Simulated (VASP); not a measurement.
The system is Ba2Tl5V3O12.

```
Ba V Tl O
1.0
    10.97457    0.00000    0.00000
     0.00000   10.97457    0.00000
     0.00000    0.00000    6.60400
Ba V Tl O
2 3 5 12
Direct
  0.00000 0.50000 0.00000
  0.50000 0.00000 0.00000
  0.50000 0.50000 0.00000
  0.50000 0.00000 0.50000
  0.00000 0.50000 0.50000
  0.50000 0.50000 0.50000
  0.71260 0.28740 0.40228
  0.28740 0.71260 0.40228
  0.71260 0.71260 0.59772
  0.28740 0.28740 0.59772
  0.41064 0.58936 0.15770
  0.58936 0.41064 0.15770
  0.58936 0.58936 0.84230
  0.41064 0.41064 0.84230
  0.58661 0.08570 0.33378
  0.41339 0.08570 0.66622
  0.58661 0.91430 0.66622
  0.41339 0.91430 0.33378
  0.08570 0.58661 0.33378
  0.08570 0.41339 0.66622
  0.91430 0.58661 0.66622
  0.91430 0.41339 0.33378
```

Base run:

```yaml
Program: VASP 6.6.1
Functional: PBE
Dispersion: TS
Potentials_or_basis: VASP PAW PBE potentials, release 64 (Ba_sv, V_sv, Tl_d, O)
Cutoff: 520 eV
k_mesh: 3 × 3 × 4
Occupations: fermi-dirac, width 0.05 eV
Spin: collinear spin, ferromagnetic start
Starting_moments: "[0.0, 0.0, 2.0, 2.0, 2.0, 0.0, 0.0, 0.0, 0.0, 0.0, 0.0, 0.0, 0.0, 0.0, 0.0, 0.0, 0.0, 0.0, 0.0, 0.0, 0.0, 0.0] μB"
```

Its results: band gap on the k mesh 2.57 eV (least direct gap 2.63 eV); pressure -0.3 GPa; net moment 0.00 μB per cell; largest force 0.216 eV/Å.

The run is repeated on the same cell with these changes: dispersion from TS to none. What comes out?

Band gap on the k mesh 2.57 eV (least direct gap 2.63 eV); pressure 0.4 GPa; net moment 0.00 μB per cell; largest force 0.210 eV/Å.

Dispersion adds attraction, which lowers the pressure at fixed volume.

Caveats: spin-orbit coupling is left out, which moves the levels of the heavy elements; an odd mesh through Γ misses points on the zone boundary, where band edges can lie.
